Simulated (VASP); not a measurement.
Runs of VASP 6.6.1 on Rb. It takes space group Fm-3m (No. 225, cubic). Conventional cell: a = 7.280 Å, b = 7.280 Å, c = 7.280 Å, α = 90.00°, β = 90.00°, γ = 90.00°. 

```tsv
level	potentials or basis	spin	fixed moment (μB)	k mesh	cutoff (eV)	smearing	gap on the mesh (eV)	pressure (GPa)	moment (μB)
LDA	VASP PAW LDA potentials, release 64 (Rb_sv)	off	-	4 × 4 × 4	500	gaussian 0.1 eV	none	-0.5	-
PBE	VASP PAW PBE potentials, release 64 (Rb_sv)	off	-	2 × 2 × 2	520	gaussian 0.1 eV	none	-0.2	-
PBEsol	VASP PAW PBE potentials, release 64 (Rb_sv)	off	-	2 × 2 × 2	520	fermi-dirac 0.0861733 eV	none	-0.3	-
PBE+D3(BJ)	VASP PAW PBE potentials, release 64 (Rb_sv)	collinear, ferromagnetic start	1.0	2 × 2 × 2, shifted	520	gaussian 0.1 eV	-	-0.3	1.00
PBE+D3(BJ)	VASP PAW PBE potentials, release 64 (Rb_sv)	off	-	2 × 2 × 2	520	gaussian 0.1 eV	none	-0.3	-
PBE	VASP PAW PBE potentials, release 64 (Rb_sv)	off	-	6 × 6 × 6	520	fermi-dirac 0.00861733 eV	none	-0.1	-
PBE	VASP PAW PBE potentials, release 64 (Rb_sv)	collinear, ferromagnetic start	-	2 × 2 × 2	520	methfessel-paxton 0.018 eV	none	(a)	(b)
PBEsol+D3(BJ)	VASP PAW PBE potentials, release 64 (Rb_sv)	collinear, zero start	-	2 × 2 × 2	520	gaussian 0.1 eV	none	-0.5	0.00
```

Alike in all rows: task single point; cell as given.

Task: Fill in the values left out.

Result: (a) 0.0; (b) 0.75.

Caveats: some runs use coarse meshes; the PAW data sets were made with another functional, which shifts forces and pressure a little (some runs); pairwise dispersion overbinds metals, which lowers pressure and volume (some runs); the total moment is fixed, so each spin has its own Fermi level (some runs); three body term missing (some runs).

A k mesh can miss the band edges, and the runs leave out spin-orbit coupling on Rb.

A gap of «none» marks levels without a gap at the run's occupations.
